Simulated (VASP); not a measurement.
A run of VASP 6.6.1 is set up as follows.

Contents of INCAR:

```
  PREC = Accurate
  ENCUT = 520
  EDIFF = 1E-6
  ISMEAR = 0
  SIGMA = 0.05
  LREAL = False
  LASPH = True
  NELM = 150
  ALGO = Normal
  ISIF = 2
  LWAVE = False
  LCHARG = True
  ISPIN = 2
  MAGMOM = 2.05 0 0
  LORBIT = 11
  LMAXMIX = 4
  GGA = PS
  LELF = True
  LVHAR = True
  NBANDS = 21
```

The input KPOINTS:

```
regular mesh
0
Gamma
  12 12 10
```

Contents of POSCAR:

```
CrC2
1.0
    2.4917448103      0.0000000000      0.0000000000
   -1.2458724052      2.1579143055      0.0000000000
    0.0000000000      0.0000000000      4.4519619049
Cr C
1 2
Direct
    0.0000000000      0.0000000000      0.0000000000
    0.3333333333      0.6666666667      0.5000000000
    0.6666666667      0.3333333333      0.5000000000
```

Potentials or basis: VASP PAW PBE potentials, release 64 (Cr_pv, C).

The run is started by

```bash
$ cat potpaw_PBE.64/Cr_pv/POTCAR potpaw_PBE.64/C/POTCAR > POTCAR
$ mpirun -np 1 vasp_std > vasp.out
```

Task: Estimate the net moment.

Result: 0.20 μB per cell.

Task: What does it give for the pressure?

Result: 0.2 GPa.

Task: Predict the site moments.

Result: Cr +0.20; C -0.00 μB.

Stress tensor (GPa, compression positive):
```
 0.56  0.00  0.00
 0.00  0.56  0.00
 0.00  0.00 -0.37
```

Caveat: the PAW data sets were made with another functional, which shifts forces and pressure a little.
